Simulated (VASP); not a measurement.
# Be16HS16 (a cell with a defect) in VASP: single point with PBEsol

Aim: the single point of Be16HS16 (a cell with a defect) with PBEsol.

Everything below comes from runs of VASP 6.6.1. Logs are shortened: lines on timing, memory, paths and dates and some standing lists are left out, and cuts for length are marked.

## 1. The cell of the first run

The cell holds a defect, 33 atoms: a = 8.379 Å, b = 8.379 Å, c = 8.379 Å, α = 109.47°, β = 109.47°, γ = 109.47°.

## 2. Single point, PBEsol

INCAR

```
SYSTEM = Be16HS16
PREC = Accurate ; ENCUT = 520
EDIFF = 1E-6 ; ISMEAR = 0
SIGMA = 0.02 ; LREAL = Auto
LASPH = .True. ; NELM = 80
ALGO = Normal ; ISIF = 2
LWAVE = .False. ; LCHARG = .False.
GGA = PS ; NELECT = 128.0
NBANDS = 86
```

KPOINTS

```
Automatic mesh
0
Gamma
  2 2 2
  0.5 0.5 0.5
```

POSCAR

```
Be16HS16
1.0
   -4.8377076239     -4.8377076239      4.8377076239
    4.8377076239     -4.8377076239     -4.8377076239
    4.8377076239      4.8377076239      4.8377076239
Be S H
16 16 1
Direct
    0.0000001034      0.7509568131      0.2502623338
    0.7479950798      0.7452768502      0.4943004385
    0.2495879441      0.5063844677      0.2491712178
    0.0000000000      0.4994055424      0.4994055424
    0.7479950798      0.4943003352      0.7452767468
    0.4952775542      0.7393194831      0.7393194831
    0.2520048946      0.7463053332     -0.0027182296
    0.7504120303      0.9995832481      0.2567965236
    0.5047224202      0.2440418255      0.2440419289
    0.2495880475      0.2491714245      0.5063845711
   -0.0000001034      0.2502622304      0.7509567098
    0.7504120303      0.2567965236     -0.0004166229
    0.5000000389      0.4994160846     -0.0005839543
    0.5000000389     -0.0005838509      0.4994161880
    0.2520048946     -0.0027183329      0.7463052298
    0.0000000000     -0.0252058432     -0.0252058432
    0.2538159797      0.7497444620      0.7497445654
   -0.0000001034      0.7420477381     -0.0035071363
    0.5015787825      0.4985890400      0.7497018799
    0.2503822253      0.4979436930     -0.0010064684
    0.0000000000      0.5019826928      0.2504389670
    0.7496177491      0.7486112807      0.2475614678
    0.5015787825      0.7497018799      0.4985890400
    0.0000001034     -0.0035070329      0.7420478415
    0.7496175424      0.2475613644      0.7486113841
    0.4984210886      0.2481229941     -0.0029898458
    0.2433707432      0.2506974572      0.2506973538
    0.0000000000      0.2504389670      0.5019826928
    0.7461838913      0.4959285857      0.4959284824
    0.7566293345      0.0073266106      0.0073267140
    0.4984212953     -0.0029896391      0.2481232008
    0.2503824320     -0.0010061584      0.4979437964
    0.0000000000      0.1410043874      0.1410043874
```

Potentials or basis: VASP PAW PBE potentials, release 64 (Be, S, H).

The run is started by

```sh
cat potpaw_PBE.64/Be/POTCAR potpaw_PBE.64/S/POTCAR potpaw_PBE.64/H/POTCAR > POTCAR
mpirun -np 1 vasp_std > vasp.out
```

OUTCAR:

```text
SYSTEM = Be16HS16
   PREC = Accurate
   ENCUT = 520
   EDIFF = 1E-6
   ISMEAR = 0
   LREAL = Auto
   LASPH = .True.
   NELM = 80
   ISIF = 2
   GGA = PS
   NELECT = 128.0

 ion  position               nearest neighbor table
   1  0.000  0.751  0.250-  22 2.08  32 2.08  21 2.09  18 2.10
   2  0.748  0.745  0.494-  22 2.08  29 2.09  23 2.09  24 2.10
   3  0.250  0.506  0.249-  20 2.08  23 2.08  21 2.08  27 2.13
   4  0.000  0.499  0.499-  21 2.09  28 2.09  17 2.11  29 2.11
   5  0.748  0.494  0.745-  25 2.08  29 2.09  19 2.09  18 2.10
   6  0.495  0.739  0.739-  19 2.06  23 2.06  17 2.08  30 2.23
   7  0.252  0.746  0.997-  20 2.08  17 2.09  31 2.09  18 2.10
   8  0.750  1.000  0.257-  22 2.08  31 2.08  28 2.08  30 2.13
   9  0.505  0.244  0.244-  31 2.06  26 2.06  29 2.08  27 2.23
  10  0.250  0.249  0.506-  32 2.08  19 2.08  28 2.08  27 2.13
  11  1.000  0.250  0.751-  20 2.08  25 2.08  28 2.09  24 2.10
  12  0.750  0.257  1.000-  25 2.08  26 2.08  21 2.08  30 2.13
  13  0.500  0.499  0.999-  22 2.09  20 2.09  19 2.09  26 2.09
  14  0.500  0.999  0.499-  25 2.09  32 2.09  23 2.09  31 2.09
  15  0.252  0.997  0.746-  32 2.08  17 2.09  26 2.09  24 2.10
  16  0.000  0.975  0.975-  33 1.61  24 2.02  18 2.02  30 2.24  27 2.24
  17  0.254  0.750  0.750-   6 2.08   7 2.09  15 2.09   4 2.11
  18  1.000  0.742  0.996-  16 2.02   5 2.10   7 2.10   1 2.10
  19  0.502  0.499  0.750-   6 2.06  10 2.08   5 2.09  13 2.09
  20  0.250  0.498  0.999-   3 2.08   7 2.08  11 2.08  13 2.09
  21  0.000  0.502  0.250-  12 2.08   3 2.08   1 2.09   4 2.09
  22  0.750  0.749  0.248-   8 2.08   2 2.08   1 2.08  13 2.09
  23  0.502  0.750  0.499-   6 2.06   3 2.08   2 2.09  14 2.09
  24  0.000  0.996  0.742-  16 2.02  15 2.10   2 2.10  11 2.10
  25  0.750  0.248  0.749-  12 2.08   5 2.08  11 2.08  14 2.09
  26  0.498  0.248  0.997-   9 2.06  12 2.08  15 2.09  13 2.09
  27  0.243  0.251  0.251-  33 1.67   3 2.13  10 2.13   9 2.23  16 2.24
  28  0.000  0.250  0.502-  10 2.08   8 2.08  11 2.09   4 2.09
  29  0.746  0.496  0.496-   9 2.08   2 2.09   5 2.09   4 2.11
  30  0.757  0.007  0.007-  33 1.67   8 2.13  12 2.13   6 2.23  16 2.24
  31  0.498  0.997  0.248-   9 2.06   8 2.08   7 2.09  14 2.09
  32  0.250  0.999  0.498-  10 2.08  15 2.08   1 2.08  14 2.09
  33  0.000  0.141  0.141-  16 1.61  30 1.67  27 1.67

  LATTYP: Found a body centered cubic cell.
 ALAT       =     9.6754152478

  Lattice vectors:

 A1 = (  -4.8377076239,  -4.8377076239,   4.8377076239)
 A2 = (   4.8377076239,  -4.8377076239,  -4.8377076239)
 A3 = (   4.8377076239,   4.8377076239,   4.8377076239)

Analysis of symmetry for initial positions (statically):
=====================================================================
 Subroutine PRICEL returns:
 Original cell was already a primitive cell.

 Routine SETGRP: Setting up the symmetry group for a
 body centered cubic supercell.

 Subroutine GETGRP returns: Found  4 space group operations
 (whereof  4 operations were pure point group operations)
 out of a pool of 48 trial point group operations.

The static configuration has the point symmetry C_2v.

Analysis of symmetry for dynamics (positions and initial velocities):
=====================================================================
 Subroutine PRICEL returns:
 Original cell was already a primitive cell.

 Routine SETGRP: Setting up the symmetry group for a
 body centered cubic supercell.

 Subroutine GETGRP returns: Found  4 space group operations
 (whereof  4 operations were pure point group operations)
 out of a pool of 48 trial point group operations.

The dynamic configuration has the point symmetry C_2v.

 Subroutine INISYM returns: Found  4 space group operations
 (whereof  4 operations are pure point group operations),
 and found     1 'primitive' translations

----------------------------------------------------------------------------------------

                                     Primitive cell

  volume of cell :     452.8755

  direct lattice vectors                    reciprocal lattice vectors
    -4.837707624 -4.837707624  4.837707624     0.000000000 -0.103354737  0.103354737
     4.837707624 -4.837707624 -4.837707624     0.103354737 -0.103354737  0.000000000
     4.837707624  4.837707624  4.837707624     0.103354737  0.000000000  0.103354737

  length of vectors
     8.379155397  8.379155397  8.379155397     0.146165671  0.146165671  0.146165671

  position of ions in fractional coordinates (direct lattice)
     0.000000103  0.750956813  0.250262334
     0.747995080  0.745276850  0.494300438
     0.249587944  0.506384468  0.249171218
     0.000000000  0.499405542  0.499405542
     0.747995080  0.494300335  0.745276747
     0.495277554  0.739319483  0.739319483
[... 25 lines left out ...]
     0.250382432  0.998993842  0.497943796
     0.000000000  0.141004387  0.141004387

  ion indices of the primitive-cell ions
   primitive index   ion index
                 1           1
                 2           2
                 3           3
                 4           4
                 5           5
                 6           6
[... 25 lines left out ...]
                32          32
                33          33

----------------------------------------------------------------------------------------

 KPOINTS: Automatic mesh

Automatic generation of k-mesh.
 Grid dimensions read from file:
 generate k-points for:    2    2    2

 Generating k-lattice:

  Cartesian coordinates                     Fractional coordinates (reciprocal lattice)
     0.000000000 -0.051677369  0.051677369     0.500000000  0.000000000  0.000000000
     0.051677369 -0.051677369  0.000000000     0.000000000  0.500000000  0.000000000
     0.051677369  0.000000000  0.051677369     0.000000000  0.000000000  0.500000000

  Length of vectors
     0.073082836  0.073082836  0.073082836

  Shift w.r.t. Gamma in fractional coordinates (k-lattice)
     0.500000000  0.500000000  0.500000000

 Subroutine IBZKPT returns following result:
 ===========================================

 Found      3 irreducible k-points:

 Following reciprocal coordinates:
            Coordinates               Weight
  0.250000  0.250000  0.250000      2.000000
 -0.250000  0.250000  0.250000      2.000000
  0.250000 -0.250000  0.250000      4.000000
   k-points           NKPTS =      3   k-points in BZ     NKDIM =      3   number of bands    NBANDS=     86
   number of dos      NEDOS =    301   number of ions     NIONS =     33
   total plane-waves  NPLWV = 262144
   dimension x,y,z NGX =    64 NGY =   64 NGZ =   64
   dimension x,y,z NGXF=   128 NGYF=  128 NGZF=  128
   ions per type =              16  16   1
   NGX,Y,Z   is equivalent  to a cutoff of  12.70, 12.70, 12.70 a.u.
   NGXF,Y,Z  is equivalent  to a cutoff of  25.40, 25.40, 25.40 a.u.
 SYSTEM =  Be16HS16
   PREC   = accura    normal or accurate (medium, high low for compatibility)
   ISTART =      0    job   : 0-new  1-cont  2-samecut
   ICHARG =      2    charge: 1-file 2-atom 10-const
   ISPIN  =      1    spin polarized calculation?
   LNONCOLLINEAR =      F non collinear calculations
   LSORBIT =      F    spin-orbit coupling
   LASPH  =      T    aspherical Exc in radial PAW
   ENCUT  =  520.0 eV  38.22 Ry    6.18 a.u.  15.58 15.58 15.58*2*pi/ulx,y,z
   NELM   =     80;   NELMIN=  2; NELMDL= -5     # of ELM steps
   EDIFF  = 0.1E-05   stopping-criterion for ELM
   LREAL  =      T    real-space projection
   EDIFFG = 0.1E-04   stopping-criterion for IOM
   NSW    =      0    number of steps for IOM
   IBRION =     -1    ionic relax: 0-MD 1-quasi-New 2-CG
   NFREE  =      0    steps in history (QN), initial steepest desc. (CG)
   ISIF   =      2    stress and relaxation
   ISYM   =      2    0-nonsym 1-usesym 2-fastsym
   POTIM  = 0.5000    time-step for ionic-motion
   TEBEG  =    0.0;   TEEND  =   0.0 temperature during run
   PSTRESS=    0.0 pullay stress
   NELECT =     128.0000    total number of electrons
   NUPDOWN=      -1.0000    fix difference up-down
   EMIN   =  10.00;   EMAX   =-10.00  energy-range for DOS
   EFERMI =   0.00;   METHOD = LEGACY
   ISMEAR =     0;   SIGMA  =   0.02  broadening in eV -4-tet -1-fermi 0-gaus
   EFERMI_NEDOS =   21; number of points for ismear=-14 and -15
   IALGO  =     38    algorithm
   IMIX   =      4    mixing-type and parameters
     AMIX     =   0.40;   BMIX     =  1.00
     AMIX_MAG =   1.60;   BMIX_MAG =  1.00
  volume/ion in A,a.u.               =      13.72        92.61
  Fermi-wavevector in a.u.,A,eV,Ry     =   1.074365  2.030256 15.704664  1.154260
  Thomas-Fermi vector in A             =   2.210191
   LORBIT       =      0    0 simple, 1 ext, 2 COOP (PROOUT), +10 PAW based schemes
   GGA     = PS    functional components
   LHFCALC =     F    Hartree Fock is set to
   AEXX    =    0.0000 exact exchange contribution
   IVDW    =     0    specifies the selected vdW correction
   LEPSILON=     F    determine dielectric tensor
   LRPA    =     F    only Hartree local field effects (RPA)
 non-spin polarized calculation
 Gauss-broadening in eV      SIGMA  =   0.02
  energy-cutoff  :      520.00
  volume of cell :      452.88
 maximum number of plane-waves:     12232
 NGX is ok and might be reduce to    64
   NGX = 31   NGY = 31   NGZ = 31

 number of electron     127.9999989 magnetization

 Free energy of the ion-electron system (eV)
  ---------------------------------------------------
  ext. energy  EPLUGINS =         0.00000000
  ---------------------------------------------------
  free energy    TOTEN  =      -176.17963758 eV

  energy without entropy =     -176.17963758  energy(sigma->0) =     -176.17963758

 E-fermi :   3.8343     XC(G=0):  -9.9286

 val. band max:        3.6977951115   @ k =   0.2500   0.2500   0.2500
 cond. band min:       7.1648372494   @ k =  -0.2500   0.2500   0.2500
 fundamental gap:      3.4670421380
 Fermi energy:         3.8342721667

 k-point     1 :       0.2500    0.2500    0.2500
  band No.  band energies     occupation
      1      -9.5480      2.00000
      2      -8.8518      2.00000
      3      -8.7930      2.00000
      4      -8.7846      2.00000
      5      -8.0840      2.00000
      6      -7.9827      2.00000
[... 68 lines left out ...]
     75       8.9395      0.00000
     76       8.9480      0.00000

 k-point     2 :      -0.2500    0.2500    0.2500
  band No.  band energies     occupation
      1      -9.6301      2.00000
      2      -8.8712      2.00000
      3      -8.5461      2.00000
      4      -8.3960      2.00000
      5      -8.3617      2.00000
      6      -8.0732      2.00000
[... 68 lines left out ...]
     75       9.7838      0.00000
     76       9.9820      0.00000

 k-point     3 :       0.2500   -0.2500    0.2500
  band No.  band energies     occupation
      1      -9.6242      2.00000
      2      -8.9147      2.00000
      3      -8.4842      2.00000
      4      -8.4192      2.00000
      5      -8.3541      2.00000
      6      -8.0698      2.00000
[... 68 lines left out ...]
     75       9.8529      0.00000
     76      10.0381      0.00000
 [bands above 76 left out]

------------------------ aborting loop because EDIFF is reached ----------------------------------------

  FORCE on cell =-STRESS in cart. coord.  units (eV):
  Direction    XX          YY          ZZ          XY          YZ          ZX
  --------------------------------------------------------------------------------------
  -------------------------------------------------------------------------------------
  Total       -5.1590777     -7.5336657     -7.5336657      0.0000000      1.8360690      0.0000000
  in kB      -18.2517203    -26.6525082    -26.6525082      0.0000000      6.4956218      0.0000000
  external PRESSURE =     -23.8522456 kB  Pullay stress =       0.0000000 kB

 VOLUME and BASIS-vectors are now :
 -----------------------------------------------------------------------------
  energy-cutoff  :      520.00
  volume of cell :      452.88
      direct lattice vectors                 reciprocal lattice vectors
    -4.837707624 -4.837707624  4.837707624     0.000000000 -0.103354737  0.103354737
     4.837707624 -4.837707624 -4.837707624     0.103354737 -0.103354737  0.000000000
     4.837707624  4.837707624  4.837707624     0.103354737  0.000000000  0.103354737

 POSITION                                       TOTAL-FORCE (eV/Angst)
 -----------------------------------------------------------------------------------
      4.84360     -2.42221     -2.42221        -0.001064      0.001709      0.001709
      2.37813     -4.83273      2.40443        -0.000101      0.001464     -0.000537
      2.44772     -2.45176     -0.03689        -0.000837      0.003103      0.001653
      4.83196      0.00000      0.00000         0.002183      0.000000     -0.000000
      2.37813     -2.40443      4.83273        -0.000101      0.000537     -0.001464
      4.75721     -2.39601      2.39601         0.001744      0.000528     -0.000528
[... 25 lines left out ...]
      6.03047     -3.63521     -1.21266        -0.004432     -0.004761      0.000630
      1.36428      0.00000      0.00000         0.007855      0.000000     -0.000000
 -----------------------------------------------------------------------------------
    total drift:                               -0.012069     -0.000407      0.000426

  FREE ENERGIE OF THE ION-ELECTRON SYSTEM (eV)
  ---------------------------------------------------
  free  energy   TOTEN  =      -176.1796375847 eV

  energy  without entropy=     -176.1796375847  energy(sigma->0) =     -176.17963758
```

It took 3.6 min on 1 thread of Intel Xeon Platinum 8488C (Sapphire Rapids), shared host; peak memory 0.56 GiB.

Results:

```
Free energy   : -176.1796 eV
Largest force : 0.011 eV/Å
```

Forces on the atoms (eV/Å):
```
Be  -0.001  0.002  0.002
Be   0.000  0.001 -0.001
Be  -0.001  0.003  0.002
Be   0.002  0.000  0.000
Be   0.000  0.001 -0.001
Be   0.002  0.001 -0.001
Be   0.000 -0.001  0.001
Be  -0.001 -0.003 -0.002
Be   0.002 -0.001  0.001
Be  -0.001 -0.002 -0.003
Be  -0.001 -0.002 -0.002
Be  -0.001  0.002  0.003
Be   0.004  0.000  0.000
Be   0.004  0.000  0.000
Be   0.000 -0.001  0.001
Be  -0.003  0.000  0.000
S    0.002  0.001 -0.001
S    0.003 -0.001 -0.001
S    0.002 -0.001  0.003
S   -0.004 -0.001  0.005
S    0.005  0.000  0.000
S   -0.004  0.001 -0.005
S    0.002 -0.003  0.001
S    0.003  0.001  0.001
S   -0.004  0.005 -0.001
S    0.002  0.001 -0.003
S   -0.011  0.001 -0.001
S    0.005  0.000  0.000
S    0.002 -0.001  0.001
S   -0.011 -0.001  0.001
S    0.002  0.003 -0.001
S   -0.004 -0.005  0.001
H    0.008  0.000  0.000
```

Caveat: the cell carries a net charge on a neutralising background, which shifts energy and pressure; the cell is charged against a uniform background, so pressure and absolute levels hang on convention; the PAW data sets were made with another functional, which shifts forces and pressure a little.
